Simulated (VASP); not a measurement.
# Pt (P6_3/mmc) in VASP: a series of runs, part 2 of 2

VASP 6.6.1. Earlier steps stand in the parts before.

### 6 Single point, LDA

This run uses another cell than the first one, of 16.86 Å³/atom, 1.188 times its volume.

Contents of INCAR:

```
PREC = Accurate ; ENCUT = 520
EDIFF = 1E-7 ; ISMEAR = 0
SIGMA = 0.15 ; LREAL = False
LASPH = True ; NELM = 60
ALGO = Fast ; ISIF = 2
LWAVE = False ; LCHARG = True
LELF = True ; LVHAR = True
NBANDS = 17
```

Contents of KPOINTS:

```
Automatic mesh
0
Gamma
  21 21 10
```

Contents of POSCAR:

```
Pt
1.0
    2.8250521638      0.0000000000      0.0000000000
   -1.4125260819      2.4465669409      0.0000000000
    0.0000000000      0.0000000000      4.8781199007
Pt
2
Direct
    0.6666666667      0.3333333333      0.7500000000
    0.3333333333      0.6666666667      0.2500000000
```

Potentials or basis: VASP PAW LDA potentials, release 64 (Pt).

The run is started by

```
cat potpaw_LDA.64/Pt/POTCAR > POTCAR
mpirun -np 1 vasp_std > vasp.out
```

OUTCAR:

```text
PREC = Accurate
   ENCUT = 520
   EDIFF = 1E-7
   ISMEAR = 0
   LREAL = False
   LASPH = True
   NELM = 60
   ISIF = 2

 ion  position               nearest neighbor table
   1  0.667  0.333  0.750-   2 2.93   2 2.93   2 2.93   2 2.93   2 2.93   2 2.93
   2  0.333  0.667  0.250-   1 2.93   1 2.93   1 2.93   1 2.93   1 2.93   1 2.93

  LATTYP: Found a hexagonal cell.
 ALAT       =     2.8250521638
 C/A-ratio  =     1.7267362222

  Lattice vectors:

 A1 = (   2.8250521638,   0.0000000000,   0.0000000000)
 A2 = (  -1.4125260819,   2.4465669409,   0.0000000000)
 A3 = (   0.0000000000,   0.0000000000,   4.8781199007)

Analysis of symmetry for initial positions (statically):
=====================================================================
 Subroutine PRICEL returns:
 Original cell was already a primitive cell.

 Routine SETGRP: Setting up the symmetry group for a
 hexagonal supercell.

 Subroutine GETGRP returns: Found 24 space group operations
 (whereof 12 operations were pure point group operations)
 out of a pool of 24 trial point group operations.

The static configuration has the point symmetry D_3d.
 The point group associated with its full space group is D_6h.

Analysis of symmetry for dynamics (positions and initial velocities):
=====================================================================
 Subroutine PRICEL returns:
 Original cell was already a primitive cell.

 Routine SETGRP: Setting up the symmetry group for a
 hexagonal supercell.

 Subroutine GETGRP returns: Found 24 space group operations
 (whereof 12 operations were pure point group operations)
 out of a pool of 24 trial point group operations.

The dynamic configuration has the point symmetry D_3d.
 The point group associated with its full space group is D_6h.

 Subroutine INISYM returns: Found 24 space group operations
 (whereof 12 operations are pure point group operations),
[... 113 lines left out ...]
   IALGO  =     68    algorithm
   IMIX   =      4    mixing-type and parameters
     AMIX     =   0.40;   BMIX     =  1.00
     AMIX_MAG =   1.60;   BMIX_MAG =  1.00
  volume/ion in A,a.u.               =      16.86       113.76
  Fermi-wavevector in a.u.,A,eV,Ry     =   1.375539  2.599391 25.743675  1.892107
  Thomas-Fermi vector in A             =   2.500865
   LORBIT       =      0    0 simple, 1 ext, 2 COOP (PROOUT), +10 PAW based schemes
   GGA     = CA    functional components
   LHFCALC =     F    Hartree Fock is set to
   AEXX    =    0.0000 exact exchange contribution
   IVDW    =     0    specifies the selected vdW correction
   LEPSILON=     F    determine dielectric tensor
   LRPA    =     F    only Hartree local field effects (RPA)
 non-spin polarized calculation
 RMM-DIIS sequential band-by-band and
 Gauss-broadening in eV      SIGMA  =   0.15
  energy-cutoff  :      520.00
  volume of cell :       33.72
 maximum number of plane-waves:       926
 NGX is ok and might be reduce to    24
   NGX = 11   NGY = 11   NGZ = 19

 number of electron      19.9999995 magnetization

 Free energy of the ion-electron system (eV)
  ---------------------------------------------------
  ext. energy  EPLUGINS =         0.00000000
  ---------------------------------------------------
  free energy    TOTEN  =       -14.53094204 eV

  energy without entropy =      -14.48072177  energy(sigma->0) =      -14.50583190

 E-fermi :   9.0709     XC(G=0): -13.0450

 val. band max:        9.0697207355   @ k =   0.2857   0.1429   0.5000
 cond. band min:       9.0731439573   @ k =   0.2857   0.0000   0.0000
 fundamental gap:      0.0034232218
 Fermi energy:         9.0708941009

 k-point     1 :       0.0000    0.0000    0.0000
  band No.  band energies     occupation
      1       0.0339      2.00000
      2       2.6239      2.00000
      3       5.5425      2.00000
      4       5.9865      2.00000
      5       5.9865      2.00000
      6       6.3188      2.00000
[... 457 lines left out ...]
      4       5.2624      2.00000
      5       5.6952      2.00000
      6       6.4040      2.00000
[... 9 lines left out ...]
     16      25.4173      0.00000
     17      27.0049      0.00000

 [... further k-points ...]

------------------------ aborting loop because EDIFF is reached ----------------------------------------

  FORCE on cell =-STRESS in cart. coord.  units (eV):
  Direction    XX          YY          ZZ          XY          YZ          ZX
  --------------------------------------------------------------------------------------
  -------------------------------------------------------------------------------------
  Total       -5.7589377     -5.7589377     -5.2662932      0.0000000      0.0000000      0.0000000
  in kB     -273.6635274   -273.6635274   -250.2531589      0.0000000      0.0000000      0.0000000
  external PRESSURE =    -265.8600712 kB  Pullay stress =       0.0000000 kB

 VOLUME and BASIS-vectors are now :
 -----------------------------------------------------------------------------
  energy-cutoff  :      520.00
  volume of cell :       33.72
      direct lattice vectors                 reciprocal lattice vectors
     2.825052164  0.000000000  0.000000000     0.353975765  0.204368003  0.000000000
    -1.412526082  2.446566941  0.000000000     0.000000000  0.408736006  0.000000000
     0.000000000  0.000000000  4.878119901     0.000000000  0.000000000  0.204997011

 POSITION                                       TOTAL-FORCE (eV/Angst)
 -----------------------------------------------------------------------------------
      1.41253      0.81552      3.65859         0.000000      0.000000      0.000000
     -0.00000      1.63104      1.21953        -0.000000      0.000000      0.000000
 -----------------------------------------------------------------------------------
    total drift:                                0.000000     -0.000000      0.000000

  FREE ENERGIE OF THE ION-ELECTRON SYSTEM (eV)
  ---------------------------------------------------
  free  energy   TOTEN  =       -14.5309420364 eV

  energy  without entropy=      -14.4807217660  energy(sigma->0) =      -14.50583190
```

stdout:

```text
POSCAR found type information on POSCAR Pt
 POSCAR found :  1 types and       2 ions
 scaLAPACK will be used
 LDA part: xc-table for (Slater(with rela. corr.)+CA(PZ))
 , standard interpolation
 POSCAR, INCAR and KPOINTS ok, starting setup
 FFT: planning ... GRIDC
 FFT: planning ... GRID_SOFT
 FFT: planning ... GRID
 WAVECAR not read
 entering main loop
```

Wall time 1.8 min (1 thread of Intel Xeon Platinum 8375C at 2.90GHz (Ice Lake), shared host); peak memory 0.25 GiB.

Results:

```yaml
Free_energy: -14.5309 eV
Pressure: -26.6 GPa
Band_gap_on_the_k_mesh: zero (band 10 reaches 9.46 eV, above the bottom of band 11 at 8.36 eV)
```

Caveat: spin-orbit coupling is left out, which moves the levels of the heavy elements.

### 7 The runs side by side

```csv
cell,further INCAR settings,gap on the mesh (eV),pressure (GPa)
"a = 2.667, b = 2.667, c = 4.605 Å, angles 90.0, 90.0, 120.0°, 2 atoms",ALGO = Fast; EDIFF = 1e-06; NBANDS = 17,none,16.8
"a = 2.708, b = 2.708, c = 4.677 Å, angles 90.0, 90.0, 120.0°, 2 atoms",ALGO = Fast; EDIFF = 1e-06; NBANDS = 17,none,0.9
"a = 2.748, b = 2.748, c = 4.746 Å, angles 90.0, 90.0, 120.0°, 2 atoms",ALGO = Fast; EDIFF = 1e-06; NBANDS = 17,none,-11.0
"a = 2.787, b = 2.787, c = 4.813 Å, angles 90.0, 90.0, 120.0°, 2 atoms",ALGO = Fast; EDIFF = 1e-06; NBANDS = 17,none,-20.0
"a = 2.825, b = 2.825, c = 4.878 Å, angles 90.0, 90.0, 120.0°, 2 atoms",ALGO = Fast; EDIFF = 1e-07; NBANDS = 17,none,-26.6
```

Alike in all rows: task single point; level LDA; potentials or basis VASP PAW LDA potentials, release 64 (Pt); no spin polarisation; k mesh 21 × 21 × 10; cutoff (eV) 520; smearing gaussian 0.15 eV.

Caveats: spin-orbit coupling is left out, which moves the levels of the heavy elements.

Absolute energies hang on the potentials; compare differences alone.
